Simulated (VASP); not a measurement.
# SnO in VASP: relaxation of cell and atoms with PBEsol

Aim: the relaxation of cell and atoms of SnO with PBEsol.

Everything below comes from runs of VASP 6.6.1. Logs are shortened: lines on timing, memory, paths and dates and some standing lists are left out, and cuts for length are marked.

## 1. The cell of the first run

The typed cell holds 8 atoms: a = 3.797 Å, b = 3.797 Å, c = 9.470 Å, α = 90.00°, β = 90.00°, γ = 90.02°.

## 2. Relaxation of cell and atoms, PBEsol

File INCAR:

```
SYSTEM = SnO
PREC     = Accurate       ! precision mode
ENCUT    = 600            ! plane-wave cutoff, eV
EDIFF    = 1E-6           ! SCF threshold, eV
ISMEAR   = 0              ! smearing method
SIGMA    = 0.1            ! smearing width, eV
LREAL    = .FALSE.        ! projectors in reciprocal space
LASPH    = .TRUE.         ! aspherical terms in the spheres
NELM     = 100            ! most SCF steps
ALGO     = Fast           ! electronic algorithm
ISIF     = 3              ! what is computed and relaxed
LWAVE    = .FALSE.        ! write WAVECAR
LCHARG   = .FALSE.        ! write CHGCAR
GGA      = PS             ! functional
IBRION   = 2              ! ionic algorithm
NSW      = 100            ! ionic steps
EDIFFG   = -0.005         ! ionic threshold
KPAR     = 4
```

File KPOINTS:

```
regular mesh
0
G
  10 10 4
  0 0 0
```

File POSCAR:

```
SnO
1.0
    2.6846917596     -2.6856333028      0.0000000000
    2.6846917596      2.6856333028      0.0000000000
    0.0000000000      0.0000000000      9.4695971906
Sn O
4 4
Direct
    0.0000729529     -0.0000729529      0.0006416727
   -0.0000729529      0.0000729529      0.5006416727
    0.4999286143      0.5000713857      0.2563697420
    0.5000713857      0.4999286143      0.7563697420
    0.9998933771      0.5001307188      0.3784942927
    0.0001066229      0.4998692812      0.8784942927
    0.4998692812      0.0001066229      0.3784942927
    0.5001307188      0.9998933771      0.8784942927
```

Potentials or basis: VASP PAW PBE potentials, release 64 (Sn_d, O).

Command:

```
> cat potpaw_PBE.64/Sn_d/POTCAR potpaw_PBE.64/O/POTCAR > POTCAR
> mpirun -np 4 vasp_std > vasp.out
```

OUTCAR:

```text
SYSTEM = SnO
   PREC = Accurate
   ENCUT = 600
   EDIFF = 1E-6
   ISMEAR = 0
   LREAL = .FALSE.
   LASPH = .TRUE.
   NELM = 100
   ISIF = 3
   GGA = PS
   IBRION = 2
   NSW = 100
   EDIFFG = -0.005

 ion  position               nearest neighbor table
   1  0.000  1.000  0.001-   6 2.22   8 2.22   8 2.22   6 2.22   4 3.54   4 3.54   4 3.54   4 3.54
                             3 3.62   3 3.62   3 3.62   3 3.62
   2  1.000  0.000  0.501-   5 2.22   7 2.22   5 2.22   7 2.22   3 3.54   3 3.54   3 3.54   3 3.54
                             4 3.62   4 3.62   4 3.62   4 3.62
   3  0.500  0.500  0.256-   5 2.22   7 2.22   7 2.22   5 2.22   2 3.54   2 3.54   2 3.54   2 3.54
                             1 3.62   1 3.62   1 3.62   1 3.62
   4  0.500  0.500  0.756-   6 2.22   8 2.22   6 2.22   8 2.22   1 3.54   1 3.54   1 3.54   1 3.54
                             2 3.62   2 3.62   2 3.62   2 3.62
   5  1.000  0.500  0.378-   3 2.22   2 2.22   3 2.22   2 2.22
   6  0.000  0.500  0.878-   4 2.22   1 2.22   4 2.22   1 2.22
   7  0.500  0.000  0.378-   3 2.22   2 2.22   3 2.22   2 2.22
   8  0.500  1.000  0.878-   4 2.22   1 2.22   4 2.22   1 2.22

  LATTYP: Found a base centered orthorhombic cell.
 ALAT       =     5.3693835192
 B/A-ratio  =     1.0003507081
 C/A-ratio  =     1.7636283862

  Lattice vectors:

 A1 = (   2.6846917596,  -2.6856333028,   0.0000000000)
 A2 = (   2.6846917596,   2.6856333028,   0.0000000000)
 A3 = (   0.0000000000,   0.0000000000,   9.4695971906)

Analysis of symmetry for initial positions (statically):
=====================================================================
 Subroutine PRICEL returns:
 Original cell was already a primitive cell.

 Routine SETGRP: Setting up the symmetry group for a
 base centered orthorhombic supercell.

 Subroutine GETGRP returns: Found  4 space group operations
 (whereof  2 operations were pure point group operations)
 out of a pool of  8 trial point group operations.

The static configuration has the point symmetry C_1h.
 The point group associated with its full space group is C_2v.

Analysis of symmetry for dynamics (positions and initial velocities):
=====================================================================
 Subroutine PRICEL returns:
 Original cell was already a primitive cell.

 Routine SETGRP: Setting up the symmetry group for a
 base centered orthorhombic supercell.

 Subroutine GETGRP returns: Found  4 space group operations
 (whereof  2 operations were pure point group operations)
 out of a pool of  8 trial point group operations.

The dynamic configuration has the point symmetry C_1h.
 The point group associated with its full space group is C_2v.

 Subroutine INISYM returns: Found  4 space group operations
 (whereof  2 operations are pure point group operations),
 and found     1 'primitive' translations

----------------------------------------------------------------------------------------

                                     Primitive cell

  volume of cell :     136.5534

  direct lattice vectors                    reciprocal lattice vectors
     2.684691760 -2.685633303  0.000000000     0.186241120 -0.186175827  0.000000000
     2.684691760  2.685633303  0.000000000     0.186241120  0.186175827  0.000000000
     0.000000000  0.000000000  9.469597191     0.000000000  0.000000000  0.105601113

  length of vectors
     3.797393327  3.797393327  9.469597191     0.263338552  0.263338552  0.105601113

  position of ions in fractional coordinates (direct lattice)
     0.000072953  0.999927047  0.000641673
     0.999927047  0.000072953  0.500641673
     0.499928614  0.500071386  0.256369742
     0.500071386  0.499928614  0.756369742
     0.999893377  0.500130719  0.378494293
     0.000106623  0.499869281  0.878494293
     0.499869281  0.000106623  0.378494293
     0.500130719  0.999893377  0.878494293

  ion indices of the primitive-cell ions
   primitive index   ion index
                 1           1
                 2           2
                 3           3
                 4           4
                 5           5
                 6           6
                 7           7
                 8           8

----------------------------------------------------------------------------------------

 KPOINTS: regular mesh

Automatic generation of k-mesh.
 Grid dimensions read from file:
 generate k-points for:   10   10    4

 Generating k-lattice:

  Cartesian coordinates                     Fractional coordinates (reciprocal lattice)
     0.018624112 -0.018617583  0.000000000     0.100000000  0.000000000  0.000000000
     0.018624112  0.018617583  0.000000000     0.000000000  0.100000000  0.000000000
     0.000000000  0.000000000  0.026400278     0.000000000  0.000000000  0.250000000

  Length of vectors
     0.026333855  0.026333855  0.026400278

  Shift w.r.t. Gamma in fractional coordinates (k-lattice)
     0.000000000  0.000000000  0.000000000

 Subroutine IBZKPT returns following result:
 ===========================================

 Found     93 irreducible k-points:

 Following reciprocal coordinates:
            Coordinates               Weight
  0.000000  0.000000  0.000000      1.000000
  0.100000 -0.000000  0.000000      4.000000
  0.200000 -0.000000  0.000000      4.000000
  0.300000 -0.000000  0.000000      4.000000
  0.400000 -0.000000  0.000000      4.000000
  0.500000 -0.000000  0.000000      2.000000
[... 16 lines left out ...]
  0.300000  0.300000  0.000000      2.000000
  0.400000  0.300000  0.000000      4.000000
 [... further k-points ...]
   k-points           NKPTS =     93   k-points in BZ     NKDIM =     93   number of bands    NBANDS=     48
   number of dos      NEDOS =    301   number of ions     NIONS =      8
   total plane-waves  NPLWV =  72000
   dimension x,y,z NGX =    30 NGY =   30 NGZ =   80
   dimension x,y,z NGXF=    60 NGYF=   60 NGZF=  160
   ions per type =               4   4
   NGX,Y,Z   is equivalent  to a cutoff of  13.13, 13.13, 14.04 a.u.
   NGXF,Y,Z  is equivalent  to a cutoff of  26.27, 26.27, 28.09 a.u.
 SYSTEM =  SnO
   PREC   = accura    normal or accurate (medium, high low for compatibility)
   ISTART =      0    job   : 0-new  1-cont  2-samecut
   ICHARG =      2    charge: 1-file 2-atom 10-const
   ISPIN  =      1    spin polarized calculation?
   LNONCOLLINEAR =      F non collinear calculations
   LSORBIT =      F    spin-orbit coupling
   LASPH  =      T    aspherical Exc in radial PAW
   ENCUT  =  600.0 eV  44.10 Ry    6.64 a.u.   7.58  7.58 18.91*2*pi/ulx,y,z
   NELM   =    100;   NELMIN=  2; NELMDL= -5     # of ELM steps
   EDIFF  = 0.1E-05   stopping-criterion for ELM
   LREAL  =      F    real-space projection
   EDIFFG = -.5E-02   stopping-criterion for IOM
   NSW    =    100    number of steps for IOM
   IBRION =      2    ionic relax: 0-MD 1-quasi-New 2-CG
   NFREE  =      1    steps in history (QN), initial steepest desc. (CG)
   ISIF   =      3    stress and relaxation
   ISYM   =      2    0-nonsym 1-usesym 2-fastsym
   POTIM  = 0.5000    time-step for ionic-motion
   TEBEG  =    0.0;   TEEND  =   0.0 temperature during run
   PSTRESS=    0.0 pullay stress
   NELECT =      80.0000    total number of electrons
   NUPDOWN=      -1.0000    fix difference up-down
   EMIN   =  10.00;   EMAX   =-10.00  energy-range for DOS
   EFERMI =   0.00;   METHOD = LEGACY
   ISMEAR =     0;   SIGMA  =   0.10  broadening in eV -4-tet -1-fermi 0-gaus
   EFERMI_NEDOS =   21; number of points for ismear=-14 and -15
   IALGO  =     68    algorithm
   IMIX   =      4    mixing-type and parameters
     AMIX     =   0.40;   BMIX     =  1.00
     AMIX_MAG =   1.60;   BMIX_MAG =  1.00
  volume/ion in A,a.u.               =      17.07       115.19
  Fermi-wavevector in a.u.,A,eV,Ry     =   1.369842  2.588627 25.530901  1.876468
  Thomas-Fermi vector in A             =   2.495682
   LORBIT       =      0    0 simple, 1 ext, 2 COOP (PROOUT), +10 PAW based schemes
   GGA     = PS    functional components
   LHFCALC =     F    Hartree Fock is set to
   AEXX    =    0.0000 exact exchange contribution
   IVDW    =     0    specifies the selected vdW correction
   LEPSILON=     F    determine dielectric tensor
   LRPA    =     F    only Hartree local field effects (RPA)
 conjugate gradient relaxation of ions
 non-spin polarized calculation
 RMM-DIIS sequential band-by-band and
 Gauss-broadening in eV      SIGMA  =   0.10
  energy-cutoff  :      600.00
  volume of cell :      136.55
 maximum number of plane-waves:      4595
   NGX = 15   NGY = 15   NGZ = 37

--------------------------------------- Ionic step        1  -------------------------------------------

 number of electron      80.0000061 magnetization

 Free energy of the ion-electron system (eV)
  ---------------------------------------------------
  ext. energy  EPLUGINS =         0.00000000
  ---------------------------------------------------
  free energy    TOTEN  =       -48.43776156 eV

  energy without entropy =      -48.43591190  energy(sigma->0) =      -48.43683673

------------------------ aborting loop because EDIFF is reached ----------------------------------------

  FORCE on cell =-STRESS in cart. coord.  units (eV):
  Direction    XX          YY          ZZ          XY          YZ          ZX
  --------------------------------------------------------------------------------------
  -------------------------------------------------------------------------------------
  Total        0.4463639      0.3948054      0.1689580      0.0000000      0.0000000      0.0000000
  in kB        5.2371745      4.6322393      1.9823793      0.0000000      0.0000000      0.0000000
  external PRESSURE =       3.9505977 kB  Pullay stress =       0.0000000 kB
[... 111 lines left out ...]
  energy  without entropy=      -48.4366576728  energy(sigma->0) =      -48.43754912

--------------------------------------- Ionic step        4  -------------------------------------------

 number of electron      80.0000062 magnetization

 Free energy of the ion-electron system (eV)
  ---------------------------------------------------
  ext. energy  EPLUGINS =         0.00000000
  ---------------------------------------------------
  free energy    TOTEN  =       -48.43856334 eV

  energy without entropy =      -48.43684783  energy(sigma->0) =      -48.43770559

 E-fermi :   7.3149     XC(G=0): -10.6234

 val. band max:        7.2738027002   @ k =   0.1000  -0.0000   0.0000
 cond. band min:       7.3798389491   @ k =   0.5000   0.5000   0.2500
 fundamental gap:      0.1060362488
 Fermi energy:         7.3148954334

 k-point     1 :       0.0000    0.0000    0.0000
  band No.  band energies     occupation
      1     -14.6615      2.00000
      2     -14.6380      2.00000
      3     -14.2377      2.00000
      4     -14.2250      2.00000
      5     -14.2250      2.00000
      6     -14.2141      2.00000
[... 1213 lines left out ...]
     47      11.8126      0.00000
     48      12.1997      0.00000

 [... further k-points ...]
[... 5 lines left out ...]
  --------------------------------------------------------------------------------------
  -------------------------------------------------------------------------------------
  Total        0.0378425      0.0377457     -0.0136822      0.0000000      0.0000000      0.0000000
  in kB        0.4425944      0.4414615     -0.1600229      0.0000000      0.0000000      0.0000000
  external PRESSURE =       0.2413444 kB  Pullay stress =       0.0000000 kB
[... 23 lines left out ...]
  FREE ENERGIE OF THE ION-ELECTRON SYSTEM (eV)
  ---------------------------------------------------
  free  energy   TOTEN  =       -48.4385633450 eV

  energy  without entropy=      -48.4368478347  energy(sigma->0) =      -48.43770559

 reached required accuracy - stopping structural energy minimisation
```

Wall time 16 min (4 MPI ranks of Oxide Virtual Turin-like, shared host); peak memory 0.64 GiB.

Results:

```
Free energy                           : -48.4386 eV
Relaxed volume                        : 17.12 Å³/atom
Relaxed cell                          : a = 3.804 Å, b = 3.804 Å, c = 9.468 Å, α = 90.00°, β = 90.00°, γ = 90.00°
Space group after relaxing (to 0.1 Å) : P4/nmm (No. 129)
Energy gained by relaxing             : 0.1 meV/atom
Ionic steps                           : 4
Pressure after relaxing               : 0.0 GPa
Band gap on the k mesh                : zero (bands 40 and 41 overlap by 0.15 eV)
```

The path:
```tsv
step	energy change (eV)	largest force (eV/Å)	pressure (GPa)	volume (Å³)
1	0.0000	0.0396	0.40	136.55
2	-0.0001	0.0766	-0.20	137.39
3	-0.0007	0.0171	-0.02	136.96
4	-0.0008	0.0008	0.02	136.99
```

Final structure:
```cif
data_structure
_symmetry_space_group_name_H-M 'P 1'
_symmetry_Int_Tables_number 1
_cell_length_a 3.8037
_cell_length_b 3.8037
_cell_length_c 9.4682
_cell_angle_alpha 90.000
_cell_angle_beta 90.000
_cell_angle_gamma 90.001
_cell_volume 136.99
loop_
_atom_site_label
_atom_site_type_symbol
_atom_site_fract_x
_atom_site_fract_y
_atom_site_fract_z
_atom_site_occupancy
Sn1 Sn 0.00008 0.99992 0.00067 1
Sn2 Sn 0.99992 0.00008 0.50067 1
Sn3 Sn 0.49992 0.50008 0.25633 1
Sn4 Sn 0.50008 0.49992 0.75633 1
O1 O 0.99990 0.50011 0.37850 1
O2 O 0.00010 0.49989 0.87850 1
O3 O 0.49989 0.00010 0.37850 1
O4 O 0.50011 0.99990 0.87850 1
```

Caveat: semilocal functionals underestimate gaps, and a narrow one can read as zero; the PAW data sets were made with another functional, which shifts forces and pressure a little; spin-orbit coupling is left out, which moves the levels of the heavy elements. Zero-point motion and thermal expansion aren't in these numbers.

The gap in the log of VASP goes by the Fermi energy; the results here count the filled bands.